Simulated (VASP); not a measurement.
# BP in VASP: further runs

Runs on BP. Level: PBE. Tasks: single point.

Everything below comes from runs of VASP 6.6.1. Logs are shortened: lines on timing, memory, paths and dates and some standing lists are left out, and cuts for length are marked.

## (1) The cell of the first run

It takes space group F-43m (No. 216, cubic). Conventional cell: a = 4.685 Å, b = 4.685 Å, c = 4.685 Å, α = 90.00°, β = 90.00°, γ = 90.00°. Within 2.7 Å of B (site symmetry -43m) lie 4 P at 2.03 Å. Within 2.7 Å of P (site symmetry -43m) lie 4 B at 2.03 Å.

## (2) Single point, PBE (strain +0.030 along x and y, +0.030 along z)

Input file INCAR:

```
SYSTEM = BP
PREC = Accurate ; ENCUT = 520
EDIFF = 1E-6 ; ISMEAR = 0
SIGMA = 0.05 ; LREAL = .FALSE.
LASPH = .TRUE. ; NELM = 80
ALGO = Normal ; ISIF = 2
LWAVE = .FALSE. ; LCHARG = .FALSE.
GGA = PE ; NBANDS = 11
```

Input file KPOINTS:

```
regular mesh
0
G
  10 10 10
  0 0 0
```

Input file POSCAR:

```
BP
1.0
    0.0000000000      2.3423764231      2.3423764231
    2.3423764231      0.0000000000      2.3423764231
    2.3423764231      2.3423764231      0.0000000000
B P
1 1
Direct
    0.0000000000      0.0000000000      0.0000000000
    0.7500000000      0.7500000000      0.7500000000
```

Potentials or basis: VASP PAW PBE potentials, release 64 (B, P).

Started as:

```console
$ cat potpaw_PBE.64/B/POTCAR potpaw_PBE.64/P/POTCAR > POTCAR
$ mpirun -np 1 vasp_std > vasp.out
```

OUTCAR:

```text
SYSTEM = BP
   PREC = Accurate
   ENCUT = 520
   EDIFF = 1E-6
   ISMEAR = 0
   LREAL = .FALSE.
   LASPH = .TRUE.
   NELM = 80
   ISIF = 2
   GGA = PE

 ion  position               nearest neighbor table
   1  0.000  0.000  0.000-   2 2.03   2 2.03   2 2.03   2 2.03
   2  0.750  0.750  0.750-   1 2.03   1 2.03   1 2.03   1 2.03

  LATTYP: Found a face centered cubic cell.
 ALAT       =     4.6847528462

  Lattice vectors:

 A1 = (   0.0000000000,   2.3423764231,   2.3423764231)
 A2 = (   2.3423764231,   0.0000000000,   2.3423764231)
 A3 = (   2.3423764231,   2.3423764231,   0.0000000000)

Analysis of symmetry for initial positions (statically):
=====================================================================
 Subroutine PRICEL returns:
 Original cell was already a primitive cell.

 Routine SETGRP: Setting up the symmetry group for a
 face centered cubic supercell.

 Subroutine GETGRP returns: Found 24 space group operations
 (whereof 24 operations were pure point group operations)
 out of a pool of 48 trial point group operations.

The static configuration has the point symmetry T_d .

Analysis of symmetry for dynamics (positions and initial velocities):
=====================================================================
 Subroutine PRICEL returns:
 Original cell was already a primitive cell.

 Routine SETGRP: Setting up the symmetry group for a
 face centered cubic supercell.

 Subroutine GETGRP returns: Found 24 space group operations
 (whereof 24 operations were pure point group operations)
 out of a pool of 48 trial point group operations.

The dynamic configuration has the point symmetry T_d .

 Subroutine INISYM returns: Found 24 space group operations
 (whereof 24 operations are pure point group operations),
 and found     1 'primitive' translations

----------------------------------------------------------------------------------------

                                     Primitive cell

  volume of cell :      25.7040

  direct lattice vectors                    reciprocal lattice vectors
     0.000000000  2.342376423  2.342376423    -0.213458433  0.213458433  0.213458433
     2.342376423  0.000000000  2.342376423     0.213458433 -0.213458433  0.213458433
     2.342376423  2.342376423  0.000000000     0.213458433  0.213458433 -0.213458433

  length of vectors
     3.312620506  3.312620506  3.312620506     0.369720851  0.369720851  0.369720851

  position of ions in fractional coordinates (direct lattice)
     0.000000000  0.000000000  0.000000000
     0.750000000  0.750000000  0.750000000

  ion indices of the primitive-cell ions
   primitive index   ion index
                 1           1
[... 79 lines left out ...]
   ISIF   =      2    stress and relaxation
   ISYM   =      2    0-nonsym 1-usesym 2-fastsym
   POTIM  = 0.5000    time-step for ionic-motion
   TEBEG  =    0.0;   TEEND  =   0.0 temperature during run
   PSTRESS=    0.0 pullay stress
   NELECT =       8.0000    total number of electrons
   NUPDOWN=      -1.0000    fix difference up-down
   EMIN   =  10.00;   EMAX   =-10.00  energy-range for DOS
   EFERMI =   0.00;   METHOD = LEGACY
   ISMEAR =     0;   SIGMA  =   0.05  broadening in eV -4-tet -1-fermi 0-gaus
   EFERMI_NEDOS =   21; number of points for ismear=-14 and -15
   IALGO  =     38    algorithm
   IMIX   =      4    mixing-type and parameters
     AMIX     =   0.40;   BMIX     =  1.00
     AMIX_MAG =   1.60;   BMIX_MAG =  1.00
  volume/ion in A,a.u.               =      12.85        86.73
  Fermi-wavevector in a.u.,A,eV,Ry     =   1.109443  2.096542 16.746904  1.230863
  Thomas-Fermi vector in A             =   2.245982
   LORBIT       =      0    0 simple, 1 ext, 2 COOP (PROOUT), +10 PAW based schemes
   GGA     = PE    functional components
   LHFCALC =     F    Hartree Fock is set to
   AEXX    =    0.0000 exact exchange contribution
   IVDW    =     0    specifies the selected vdW correction
   LEPSILON=     F    determine dielectric tensor
   LRPA    =     F    only Hartree local field effects (RPA)
 non-spin polarized calculation
 Gauss-broadening in eV      SIGMA  =   0.05
  energy-cutoff  :      520.00
  volume of cell :       25.70
 maximum number of plane-waves:       701
 NGX is ok and might be reduce to    28
   NGX = 13   NGY = 13   NGZ = 13

 number of electron       8.0000000 magnetization

 Free energy of the ion-electron system (eV)
  ---------------------------------------------------
  ext. energy  EPLUGINS =         0.00000000
  ---------------------------------------------------
  free energy    TOTEN  =       -12.84083404 eV

  energy without entropy =      -12.84083404  energy(sigma->0) =      -12.84083404

 E-fermi :   6.5447     XC(G=0): -10.5002

 val. band max:        6.3391665005   @ k =   0.0000   0.0000   0.0000
 cond. band min:       7.7036753150   @ k =   0.4000   0.4000   0.0000
 fundamental gap:      1.3645088145
 Fermi energy:         6.5446864544

 k-point     1 :       0.0000    0.0000    0.0000
  band No.  band energies     occupation
      1      -8.2940      2.00000
      2       6.3392      2.00000
      3       6.3392      2.00000
      4       6.3392      2.00000
      5       9.6158      0.00000
      6       9.6158      0.00000
      7       9.6158      0.00000
      8      12.3071      0.00000
      9      17.2466      0.00000
     10      18.2080      0.00000
     11      18.2080      0.00000
[... 309 lines left out ...]
 k-point    24 :       0.4000    0.3000    0.0000
  band No.  band energies     occupation
      1      -5.6032      2.00000
      2       0.3851      2.00000
      3       2.6420      2.00000
      4       3.1201      2.00000
      5       8.2216      0.00000
      6       9.9754      0.00000
      7      15.1402      0.00000
      8      15.2367      0.00000
      9      19.2595      0.00000
     10      21.0813      0.00000
     11      22.1145      0.00000

 [... further k-points ...]
[... 5 lines left out ...]
  --------------------------------------------------------------------------------------
  -------------------------------------------------------------------------------------
  Total       -1.9674671     -1.9674671     -1.9674671      0.0000000      0.0000000     -0.0000000
  in kB     -122.6360084   -122.6360084   -122.6360084      0.0000000      0.0000000     -0.0000000
  external PRESSURE =    -122.6360084 kB  Pullay stress =       0.0000000 kB

 VOLUME and BASIS-vectors are now :
 -----------------------------------------------------------------------------
  energy-cutoff  :      520.00
  volume of cell :       25.70
      direct lattice vectors                 reciprocal lattice vectors
     0.000000000  2.342376423  2.342376423    -0.213458433  0.213458433  0.213458433
     2.342376423  0.000000000  2.342376423     0.213458433 -0.213458433  0.213458433
     2.342376423  2.342376423  0.000000000     0.213458433  0.213458433 -0.213458433

 POSITION                                       TOTAL-FORCE (eV/Angst)
 -----------------------------------------------------------------------------------
      0.00000      0.00000      0.00000        -0.000000     -0.000000     -0.000000
      3.51356      3.51356      3.51356         0.000000      0.000000      0.000000
 -----------------------------------------------------------------------------------
    total drift:                                0.000000      0.000000     -0.000000

  FREE ENERGIE OF THE ION-ELECTRON SYSTEM (eV)
  ---------------------------------------------------
  free  energy   TOTEN  =       -12.8408340363 eV

  energy  without entropy=      -12.8408340363  energy(sigma->0) =      -12.84083404
```

It took 7.7 s on 1 thread of AMD EPYC 9R45 (Zen 5), shared host; peak memory 0.12 GiB.

Results:

* Free energy: -12.8408 eV
* Pressure: -12.3 GPa
* Band gap on the k mesh: 1.36 eV, indirect (least direct gap 3.28 eV)

Caveat: the cell differs from its parent crystal (strain +0.030 along x and y, +0.030 along z).

## (3) Single point, PBE (strain -0.030 along x and y, -0.015 along z)

Input file INCAR:

```
ALGO = Normal
EDIFF = 1E-6
ENCUT = 520
GGA = PE
ISIF = 2
ISMEAR = 0
LASPH = True
LCHARG = True
LELF = True
LREAL = False
LVHAR = True
LWAVE = False
NBANDS = 11
NELM = 60
PREC = Accurate
SIGMA = 0.05
```

Input file KPOINTS:

```
k-points
0
Gamma
  10 10 10
```

Input file POSCAR:

```
BP
1.0
    0.0000000000      2.2059273111      2.2400395891
    2.2059273111      0.0000000000      2.2400395891
    2.2059273111      2.2059273111      0.0000000000
B P
1 1
Direct
    0.0000000000      0.0000000000      0.0000000000
    0.7500000000      0.7500000000      0.7500000000
```

Potentials or basis: VASP PAW PBE potentials, release 64 (B, P).

Started as:

```console
$ cat potpaw_PBE.64/B/POTCAR potpaw_PBE.64/P/POTCAR > POTCAR
$ mpirun -np 1 vasp_std > vasp.out
```

Run time: 9.9 s. Hardware: 1 thread of AMD EPYC 9R45 (Zen 5), shared host; peak memory 0.12 GiB.

It converged, with:

| Item | Value |
| --- | --- |
| Free energy | -12.8577 eV |
| Pressure | 13.9 GPa |
| Band gap on the k mesh | 1.02 eV, indirect (least direct gap 3.43 eV) |

Stress tensor (GPa, compression positive):
```
15.40  0.00  0.00
 0.00 15.40  0.00
 0.00  0.00 10.96
```

Levels at points of the mesh, in eV from the valence-band top:
| k point | band 1 | band 2 | band 3 | band 4 | band 5 | band 6 | band 7 | band 8 |
| --- | --- | --- | --- | --- | --- | --- | --- | --- |
| (0.00, 0.00, 0.00) | -16.14 | -0.16 | 0.00 | 0.00 | 3.43 | 3.43 | 3.52 | 8.39 |
| (0.50, 0.00, 0.00) | -12.55 | -9.59 | -2.00 | -1.79 | 4.08 | 4.69 | 4.79 | 10.32 |
| (0.50, 0.50, 0.00) | -11.03 | -9.10 | -4.31 | -4.31 | 1.25 | 1.70 | 12.74 | 12.74 |
| (0.50, 0.00, 0.50) | -10.86 | -8.95 | -4.49 | -4.46 | 1.08 | 1.47 | 12.53 | 12.90 |

Caveat: the cell differs from its parent crystal (strain -0.030 along x and y, -0.015 along z). A k mesh can miss the band edges.

## (4) Single point, PBE (strain -0.030 along x and y, +0.000 along z)

Input file INCAR:

```
SYSTEM = BP
PREC = Accurate
ENCUT = 520
EDIFF = 1E-6
ISMEAR = 0
SIGMA = 0.05
LREAL = .FALSE.
LASPH = .TRUE.
NELM = 100
ALGO = Normal
ISIF = 2
LWAVE = .FALSE.
LCHARG = .FALSE.
GGA = PE
NBANDS = 11
```

Input file KPOINTS:

```
Automatic mesh
0
G
  10 10 10
  0 0 0
```

Input file POSCAR:

```
BP
1.0
    0.0000000000      2.2059273111      2.2741518671
    2.2059273111      0.0000000000      2.2741518671
    2.2059273111      2.2059273111      0.0000000000
B P
1 1
Direct
    0.0000000000      0.0000000000      0.0000000000
    0.7500000000      0.7500000000      0.7500000000
```

Started as:

```console
$ cat potpaw_PBE.64/B/POTCAR potpaw_PBE.64/P/POTCAR > POTCAR
$ mpirun -np 1 vasp_std > vasp.out
```

It took 8.9 s on 1 thread of AMD EPYC 9R45 (Zen 5), shared host; peak memory 0.12 GiB.

The run converged. Its results:

| Property | Result |
| --- | --- |
| Free energy | -12.8743 eV |
| Pressure | 10.8 GPa |
| Band gap on the k mesh | 0.93 eV, indirect (least direct gap 3.33 eV) |

Stress tensor (GPa, compression positive):
```
13.74  0.00  0.00
 0.00 13.74  0.00
 0.00  0.00  4.85
```

Levels at points of the mesh, in eV from the valence-band top:
| k point | band 1 | band 2 | band 3 | band 4 | band 5 | band 6 | band 7 | band 8 | band 9 |
| --- | --- | --- | --- | --- | --- | --- | --- | --- | --- |
| (0.00, 0.00, 0.00) | -16.06 | -0.32 | 0.00 | 0.00 | 3.33 | 3.33 | 3.50 | 8.09 | 11.72 |
| (0.50, 0.00, 0.00) | -12.52 | -9.53 | -2.14 | -1.72 | 3.80 | 4.68 | 4.81 | 10.22 | 14.68 |
| (0.50, 0.50, 0.00) | -11.13 | -9.16 | -4.19 | -4.19 | 1.35 | 1.81 | 12.54 | 12.54 | 15.54 |
| (0.50, 0.00, 0.50) | -10.81 | -8.88 | -4.56 | -4.49 | 1.01 | 1.36 | 12.13 | 12.85 | 15.71 |

Caveat: the cell differs from its parent crystal (strain -0.030 along x and y, +0.000 along z). A k mesh can miss the band edges.

## (5) Single point, PBE (strain -0.030 along x and y, +0.015 along z)

Input file INCAR:

```
SYSTEM = BP
ALGO     = Normal         ! electronic algorithm
EDIFF    = 1E-7           ! SCF threshold, eV
ENCUT    = 520            ! plane-wave cutoff, eV
GGA      = PE             ! functional
ISIF     = 2              ! what is computed and relaxed
ISMEAR   = 0              ! smearing method
LASPH    = .True.         ! aspherical terms in the spheres
LCHARG   = .True.         ! write CHGCAR
LELF     = .True.         ! ELF
LREAL    = .False.        ! projectors in reciprocal space
LVHAR    = .True.       
LWAVE    = .False.        ! write WAVECAR
NBANDS   = 11             ! bands
NELM     = 80             ! most SCF steps
PREC     = Accurate       ! precision mode
SIGMA    = 0.05           ! smearing width, eV
```

Input file KPOINTS:

```
k-points
0
Gamma
  10 10 10
  0 0 0
```

Input file POSCAR:

```
BP
1.0
    0.0000000000      2.2059273111      2.3082641451
    2.2059273111      0.0000000000      2.3082641451
    2.2059273111      2.2059273111      0.0000000000
B P
1 1
Direct
    0.0000000000      0.0000000000      0.0000000000
    0.7500000000      0.7500000000      0.7500000000
```

Started as:

```console
$ cat potpaw_PBE.64/B/POTCAR potpaw_PBE.64/P/POTCAR > POTCAR
$ mpirun -np 1 vasp_std > vasp.out
```

Run time: 10 s. Hardware: 1 thread of AMD EPYC 9R45 (Zen 5), shared host; peak memory 0.12 GiB.

Results (log left out):

* Free energy: -12.8784 eV
* Pressure: 7.8 GPa
* Band gap on the k mesh: 0.84 eV, indirect (least direct gap 3.23 eV)

Stress tensor (GPa, compression positive):
```
12.29  0.00  0.00
 0.00 12.29  0.00
 0.00  0.00 -1.04
```

Levels at points of the mesh, in eV from the valence-band top:
```tsv
k point	band 2	band 3	band 4	band 5	band 6	band 7
(0.00, 0.00, 0.00)	-0.48	0.00	0.00	3.23	3.23	3.48
(0.50, 0.00, 0.00)	-9.48	-2.28	-1.65	3.51	4.70	4.82
(0.50, 0.50, 0.00)	-9.22	-4.08	-4.08	1.43	1.91	12.35
(0.50, 0.00, 0.50)	-8.81	-4.62	-4.52	0.93	1.25	11.73
```

Caveat: the cell differs from its parent crystal (strain -0.030 along x and y, +0.015 along z). A k mesh can miss the band edges.

## (6) Single point, PBE (strain -0.015 along x and y, -0.030 along z)

Input file INCAR:

```
SYSTEM = BP
  PREC = Accurate
  ENCUT = 520
  EDIFF = 1E-6
  ISMEAR = 0
  SIGMA = 0.05
  LREAL = .FALSE.
  LASPH = .TRUE.
  NELM = 80
  ALGO = Normal
  ISIF = 2
  LWAVE = .FALSE.
  LCHARG = .FALSE.
  GGA = PE
  NBANDS = 11
```

Input file KPOINTS:

```
regular mesh
0
G
  10 10 10
  0 0 0
```

Input file POSCAR:

```
BP
1.0
    0.0000000000      2.2400395891      2.2059273111
    2.2400395891      0.0000000000      2.2059273111
    2.2400395891      2.2400395891      0.0000000000
B P
1 1
Direct
    0.0000000000      0.0000000000      0.0000000000
    0.7500000000      0.7500000000      0.7500000000
```

Potentials or basis: VASP PAW PBE potentials, release 64 (B, P).

Started as:

```console
$ cat potpaw_PBE.64/B/POTCAR potpaw_PBE.64/P/POTCAR > POTCAR
$ mpirun -np 1 vasp_std > vasp.out
```

It took 8.9 s on 1 thread of AMD EPYC 9R45 (Zen 5), shared host; peak memory 0.12 GiB.

It converged, with:

```
Free energy            : -12.8839 eV
Pressure               : 10.7 GPa
Band gap on the k mesh : 0.93 eV, indirect (least direct gap 3.33 eV)
```

Stress tensor (GPa, compression positive):
```
 9.34  0.00  0.00
 0.00  9.34  0.00
 0.00  0.00 13.54
```

Levels at points of the mesh, in eV from the valence-band top:
```csv
k point,band 2,band 3,band 4,band 5,band 6,band 7
"(0.00, 0.00, 0.00)",-0.15,-0.15,0.00,3.33,3.41,3.41
"(0.50, 0.00, 0.00)",-9.53,-2.03,-1.82,3.96,4.56,4.78
"(0.50, 0.50, 0.00)",-8.87,-4.52,-4.52,1.00,1.36,12.52
"(0.50, 0.00, 0.50)",-9.01,-4.37,-4.34,1.18,1.58,12.35
```

Caveat: the cell differs from its parent crystal (strain -0.015 along x and y, -0.030 along z). A k mesh can miss the band edges.

## (7) The runs side by side

```tsv
cell	gap on the mesh (eV)	pressure (GPa)
a = 3.313 Å, angles 60.0°, 2 atoms	1.36	-12.3
a = 3.144, b = 3.144, c = 3.120 Å, angles 60.3, 60.3, 59.5°, 2 atoms	1.02	13.9
a = 3.168, b = 3.168, c = 3.120 Å, angles 60.5, 60.5, 59.0°, 2 atoms	0.93	10.8
a = 3.193, b = 3.193, c = 3.120 Å, angles 60.8, 60.8, 58.5°, 2 atoms	0.84	7.8
a = 3.144, b = 3.144, c = 3.168 Å, angles 59.7, 59.7, 60.5°, 2 atoms	0.93	10.7
```

Alike in all rows: task single point; level PBE; potentials or basis VASP PAW PBE potentials, release 64 (B, P); no spin polarisation; k mesh 10 × 10 × 10; cutoff (eV) 520; smearing gaussian 0.05 eV.

Absolute energies hang on the potentials; compare differences alone.
